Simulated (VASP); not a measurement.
A run of VASP 6.6.1 is set up as follows.

INCAR

```
SYSTEM = ZrAl5N6
ALGO = Normal
EDIFF = 1E-7
ENCUT = 520
GGA = PE
ISIF = 2
ISMEAR = 0
ISPIN = 2
LASPH = .TRUE.
LCHARG = .TRUE.
LELF = .TRUE.
LMAXMIX = 4
LORBIT = 11
LREAL = .FALSE.
LVHAR = .TRUE.
LWAVE = .FALSE.
MAGMOM = 1 0 0 0 0 0 0 0 0 0 0 0
NBANDS = 44
NELM = 150
PREC = Accurate
SIGMA = 0.1
```

File KPOINTS:

```
k-points
0
G
  6 6 1
  0 0 0
```

Contents of POSCAR:

```
ZrAl5N6
1.0
    2.9146840772      0.0000000000      0.0000000000
   -1.4573420386      2.5241904549      0.0000000000
    0.0000000000      0.0000000000     15.5529301144
Zr Al N
1 5 6
Direct
    0.3333333333      0.6666666667      0.5000000000
    0.3333333333      0.6666666667      0.8369103077
    0.3333333333      0.6666666667      0.1630896923
    0.6666666667      0.3333333333      0.0000000000
    0.6666666667      0.3333333333      0.3261043295
    0.6666666667      0.3333333333      0.6738956705
    0.0000000000      0.0000000000      0.7547140517
    0.0000000000      0.0000000000      0.0818667645
    0.0000000000      0.0000000000      0.4055255967
    0.0000000000      0.0000000000      0.9181332355
    0.0000000000      0.0000000000      0.2452859483
    0.0000000000      0.0000000000      0.5944744033
```

Potentials or basis: VASP PAW PBE potentials, release 64 (Zr_sv, Al, N).

Command:

```console
$ cat potpaw_PBE.64/Zr_sv/POTCAR potpaw_PBE.64/Al/POTCAR potpaw_PBE.64/N/POTCAR > POTCAR
$ mpirun -np 1 vasp_std > vasp.out
```

**Question.** What does it give for the largest force?

**Answer.** 0.212 eV/Å.

**Question.** What does it give for the site moments?

**Answer.** Zr +0.47; Al +0.00; N +0.01, +0.00, +0.03 μB.

Forces on the atoms (eV/Å):
```
Zr   0.000  0.000  0.000
Al   0.000  0.000 -0.031
Al   0.000  0.000  0.031
Al   0.000  0.000  0.000
Al   0.000  0.000  0.044
Al   0.000  0.000 -0.044
N    0.000  0.000  0.048
N    0.000  0.000 -0.036
N    0.000  0.000 -0.212
N    0.000  0.000  0.036
N    0.000  0.000 -0.048
N    0.000  0.000  0.212
```

Caveat: the k points lie up to 0.41 Å⁻¹ apart.
